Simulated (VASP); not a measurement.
# HgTe: single point with PBE

The system is HgTe.

```xyz
2
Lattice="-0.0146 3.3336 3.2922 3.2979 -0.0262 3.3038 3.3198 3.3672 -0.0482" Properties=species:S:1:pos:R:3 pbc="T T T"
Hg    0.0103   -0.0379   -0.0329
Te    1.6405    1.7065    1.6699
```

This cell differs from its parent crystal: atoms moved at random and the cell strained at random.

```json
{"Program": "VASP 6.6.1", "Task": "single point", "Functional": "PBE", "Potentials or basis": "VASP PAW PBE potentials, release 64 (Hg, Te)", "Cutoff": "520 eV", "k mesh": "10 × 10 × 10", "Occupations": "gaussian, width 0.05 eV", "Spin": "no spin polarisation", "Dipole correction": "no", "Further INCAR settings": "ALGO = Normal; EDIFF = 1e-06; NBANDS = 16"}
```

```
Pressure               : -0.1 GPa
Largest force          : 0.339 eV/Å
Band gap on the k mesh : 0.08 eV (least direct gap 0.08 eV)
```

Forces in eV/Å, atoms in the order of the input:
```
Hg  -0.161  0.206  0.216
Te   0.161 -0.206 -0.216
```

Stress tensor (GPa, compression positive):
```
 0.04 -0.65 -0.38
-0.65 -0.20  0.79
-0.38  0.79 -0.02
```

Levels at points of the mesh, in eV from the valence-band top:
```csv
k point,band 7,band 8,band 9,band 10,band 11,band 12
"(0.00, 0.00, 0.00)",-0.95,-0.04,-0.01,0.08,4.28,4.41
"(0.50, 0.00, 0.00)",-5.10,-0.95,-0.79,0.88,5.15,5.23
"(0.00, 0.50, 0.00)",-4.85,-0.89,-0.67,0.70,4.87,5.37
"(0.50, 0.50, 0.00)",-4.91,-1.91,-1.88,1.88,2.74,7.87
"(0.00, 0.00, 0.50)",-4.86,-0.90,-0.60,0.77,4.97,5.36
"(0.50, 0.00, 0.50)",-4.97,-1.89,-1.80,1.93,2.81,7.83
"(0.00, 0.50, 0.50)",-4.91,-1.97,-1.82,1.89,2.71,7.92
"(0.50, 0.50, 0.50)",-4.75,-0.89,-0.73,0.53,4.81,5.27
```

It took 8.3 min on 1 thread of Oxide Virtual Turin-like Processor, with other jobs on the host, peak memory 0.67 GiB.

Caveat: the cell differs from its parent crystal (atoms moved at random and the cell strained at random); spin-orbit coupling is left out, which moves the levels of the heavy elements. A k mesh can miss the band edges.
